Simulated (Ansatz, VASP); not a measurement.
Ti3Al in VASP and in Ansatz

The input INCAR:

```
SYSTEM = Ti3Al
PREC     = Accurate       ! precision mode
ENCUT    = 520            ! plane-wave cutoff, eV
EDIFF    = 1E-7           ! SCF threshold, eV
ISMEAR   = 0              ! smearing method
SIGMA    = 0.05           ! smearing width, eV
LREAL    = .FALSE.        ! projectors in reciprocal space
LASPH    = .TRUE.         ! aspherical terms in the spheres
NELM     = 150            ! most SCF steps
ALGO     = Normal         ! electronic algorithm
ISIF     = 2              ! what is computed and relaxed
LWAVE    = .FALSE.        ! write WAVECAR
LCHARG   = .TRUE.         ! write CHGCAR
ISPIN    = 2              ! spin polarisation
MAGMOM   = 0.23 0.23 1.03 -0.03 ! initial moments
LORBIT   = 11             ! projections on sites
LMAXMIX  = 4              ! l up to which the mixer works
GGA      = PE             ! functional
LELF     = .TRUE.         ! ELF
LVHAR    = .TRUE.       
NBANDS   = 32             ! bands
```

Contents of KPOINTS:

```
Automatic mesh
0
G
  10 10 10
  0 0 0
```

POSCAR

```
Ti3Al
1.0
    0.0000000000      3.2317810000      3.2317810000
    3.2317810000      0.0000000000      3.2317810000
    3.2317810000      3.2317810000      0.0000000000
Ti Al
3 1
Direct
    0.7654713454      0.7345286546      0.7654713454
    0.2500000000      0.2500000000      0.2500000000
    0.0000000000      0.0000000000      0.0000000000
    0.5000000000      0.5000000000      0.5000000000
```

Input for Ansatz:

```yaml
crystal:
  lattice:
    - [0.0, 3.231781, 3.231781]
    - [3.231781, 0.0, 3.231781]
    - [3.231781, 3.231781, 0.0]
  atoms:
    - { symbol: Ti, position: [0.7654713454, 0.7345286546, 0.7654713454], spin: 0.23 }
    - { symbol: Ti, position: [0.25, 0.25, 0.25], spin: 0.23 }
    - { symbol: Ti, position: [0.0, 0.0, 0.0], spin: 1.03 }
    - { symbol: Al, position: [0.5, 0.5, 0.5], spin: -0.03 }
magnetization:
  spin_polarized: true
basis:
  ecutwfc: 500
  fft_grid_basis: typed
kpoints:
  mp_grid: { grid: [10, 10, 10] }
hamiltonian:
  xc: pbe
scf:
  occupations: { method: gaussian, width: 0.05 }
output:
  forces: true
  stress: true
  eigenvalues: true
  bader: true
  write_density: true
  volumetric_format: npy
  populations: true
```

Alike in both runs: task single point; functional PBE; k mesh 10 × 10 × 10; occupations gaussian, width 0.05 eV; collinear spin.

|  | VASP | Ansatz |
| --- | --- | --- |
| version | VASP 6.6.1 | Ansatz 0.2.0 |
| potentials or method | VASP PAW PBE potentials, release 64 (Ti_sv, Al), cutoff 520 eV | scalar-relativistic, plane waves, PAW |
| valence electrons in the cell | 39 | 39 |

```csv
,VASP,Ansatz,Ansatz less VASP
gap on the k mesh at the Fermi level (eV),none,none,-
pressure (GPa),-0.2,0.0,+0.13
"traceless stress, the component that is largest in VASP (GPa)",-0.78,-0.78,-0.006
rms of the force components (eV/Å),0.205,0.205,0.0000
net moment per atom (μB),0.47,0.48,+0.002
size of the moment on the site where the two differ most (μB),0.22,0.23,+0.011
```

Site moments also hang on the region over which each program counts them. Atom by atom the forces differ by 0.000 eV/Å (rms over components). A gap of «none» marks a metal or a gap that the smearing closes.
